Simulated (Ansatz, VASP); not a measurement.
## Si2Ni: VASP beside Ansatz

The input INCAR:

```
PREC = Accurate
ENCUT = 520
EDIFF = 1E-6
ISMEAR = -1
SIGMA = 0.05
LREAL = F
LASPH = T
NELM = 150
ALGO = Normal
ISIF = 2
LWAVE = F
LCHARG = T
ISPIN = 2
MAGMOM = 0.49 0 0
LORBIT = 11
LMAXMIX = 4
GGA = PS
LELF = T
LVHAR = T
NBANDS = 20
```

The input KPOINTS:

```
Automatic mesh
0
Gamma
  9 9 9
```

Contents of POSCAR:

```
Si2Ni
1.0
    0.0000000000      2.7030000000      2.7030000000
    2.7030000000      0.0000000000      2.7030000000
    2.7030000000      2.7030000000      0.0000000000
Ni Si
1 2
Direct
    0.0000000000      0.0000000000      0.0000000000
    0.7500000000      0.7500000000      0.7500000000
    0.2500000000      0.2500000000      0.2500000000
```

Contents of input.yaml:

```yaml
crystal:
  lattice:
    - [0.0, 2.703, 2.703]
    - [2.703, 0.0, 2.703]
    - [2.703, 2.703, 0.0]
  atoms:
    - { symbol: Ni, position: [0.0, 0.0, 0.0], spin: 0.49 }
    - { symbol: Si, position: [0.75, 0.75, 0.75] }
    - { symbol: Si, position: [0.25, 0.25, 0.25] }
hamiltonian:
  xc: pbesol
  pseudopotentials: { kind: paw }
magnetization:
  spin_polarized: true
kpoints:
  mp_grid: { grid: [9, 9, 9] }
scf:
  occupations: { method: fermi_dirac, width: 0.05 }
output:
  forces: true
  stress: true
  eigenvalues: true
```

Alike in both runs: task single point; functional PBEsol; k mesh 9 × 9 × 9; occupations fermi-dirac, width 0.05 eV; collinear spin.

|  | VASP | Ansatz |
| --- | --- | --- |
| version | VASP 6.6.1 | Ansatz 0.2.0 |
| potentials or method | VASP PAW PBE potentials, release 64 (Ni, Si) | Ansatz PAW |
| plane-wave cutoff (eV) | 520 | 420 |
| valence electrons in the cell | 18 | 26 |

```tsv
	VASP	Ansatz	Ansatz less VASP
gap on the k mesh at the Fermi level (eV)	none	none	-
pressure (GPa)	-0.8	-0.9	-0.07
net moment per atom (μB)	0.00	0.00	0.000
```

VASP's potentials were made for PBE, not for PBEsol. A gap of «none» marks a metal or a gap that the smearing closes. VASP's potentials hold 18 valence electrons a cell and Ansatz's 26, so a difference there can come from the potentials and not from the codes.
